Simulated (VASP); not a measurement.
Here is a VASP 6.6.1 calculation.

Contents of INCAR:

```
ALGO = Normal ; EDIFF = 1E-7
ENCUT = 520 ; GGA = PE
ISIF = 2 ; ISMEAR = 0
ISPIN = 2 ; LASPH = T
LCHARG = T ; LDAU = T
LDAUJ = 0 0 ; LDAUL = 2 -1
LDAUPRINT = 1 ; LDAUTYPE = 2
LDAUU = 4.38 0 ; LELF = T
LMAXMIX = 4 ; LORBIT = 11
LREAL = F ; LVHAR = T
LWAVE = F ; MAGMOM = 1 0 0 0
NBANDS = 28 ; NELM = 150
PREC = Accurate ; SIGMA = 0.1
```

The input KPOINTS:

```
k-points
0
Gamma
  4 4 4
```

File POSCAR:

```
MoSe3
1.0
    4.8218001669      0.0000000000      0.0000000000
    0.0000000000      4.8218001669      0.0000000000
    0.0000000000      0.0000000000      4.8218001669
Mo Se
1 3
Direct
    0.0000000000      0.0000000000      0.0000000000
    0.0000000000      0.0000000000      0.5000000000
    0.0000000000      0.5000000000      0.0000000000
    0.5000000000      0.0000000000      0.0000000000
```

Potentials or basis: VASP PAW PBE potentials, release 64 (Mo_sv, Se).

Launch:

```console
$ cat potpaw_PBE.64/Mo_sv/POTCAR potpaw_PBE.64/Se/POTCAR > POTCAR
$ mpirun -np 1 vasp_std > vasp.out
```

(1) What does it give for the band gap on the k mesh?

(2) What does it give for the net moment?

## Answers

(1) zero (filled and empty bands overlap).

(2) 0.00 μB per cell.
